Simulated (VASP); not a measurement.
Set up this calculation in VASP 6.6.1, as the native input.

```yaml
Task: single point
Functional: PBE
Potentials_or_basis: VASP PAW PBE potentials, release 64 (Os, O)
Cutoff: 520 eV
k_mesh: 8 × 8 × 5
Occupations: fermi-dirac, width 0.1 eV
Spin: non-collinear spin, zero start, spin-orbit coupling
Starting_moments: "[[0.0, 0.0, 0.0], [0.0, 0.0, 0.0]] μB"
Dipole_correction: no
Further_INCAR_settings: ALGO = Normal; EDIFF = 1e-06; NBANDS = 26
```

The structure of OsO lies in POSCAR:

```
OsO
1.0
    3.3211167600      0.0000000000      0.0000000000
   -1.6605583800      2.8761714800      0.0000000000
    0.0000000000      0.0000000000      4.6590329000
Os O
1 1
Direct
    0.0000000000      0.0000000000      0.5000000000
    0.0000000000      0.0000000000      0.0000000000
```

These files were run (other wordings do the same):

INCAR

```
PREC     = Accurate       # precision mode
ENCUT    = 520            # plane-wave cutoff, eV
EDIFF    = 1E-6           # SCF threshold, eV
ISMEAR   = -1             # smearing method
SIGMA    = 0.1            # smearing width, eV
LREAL    = False          # projectors in reciprocal space
LASPH    = True           # aspherical terms in the spheres
NELM     = 150            # most SCF steps
ALGO     = Normal         # electronic algorithm
ISIF     = 2              # what is computed and relaxed
LWAVE    = False          # write WAVECAR
LCHARG   = False          # write CHGCAR
LNONCOLLINEAR= True           # non-collinear magnetism
MAGMOM   = 0 0 0 0 0 0    # initial moments
LORBIT   = 11             # projections on sites
LSORBIT  = True           # spin-orbit coupling
GGA_COMPAT= False        
LORBMOM  = True         
LMAXMIX  = 4              # l up to which the mixer works
GGA      = PE             # functional
NBANDS   = 26             # bands
```

KPOINTS

```
regular mesh
0
Gamma
  8 8 5
```

Potentials or basis: VASP PAW PBE potentials, release 64 (Os, O).

The run is started by

```sh
$ cat potpaw_PBE.64/Os/POTCAR potpaw_PBE.64/O/POTCAR > POTCAR
$ mpirun -np 1 vasp_ncl > vasp.out
```

Results of the run:

* Pressure: -37.8 GPa
* Net moment: 0.00 μB per cell
* Valence electrons inside the program's atomic spheres: Os 6.15; O 4.71

Caveat: the cell stands under tension.

Run time: 110 s on 1 thread of AMD EPYC 9R14 (Zen 4), with other jobs on the host, peak memory 0.27 GiB.
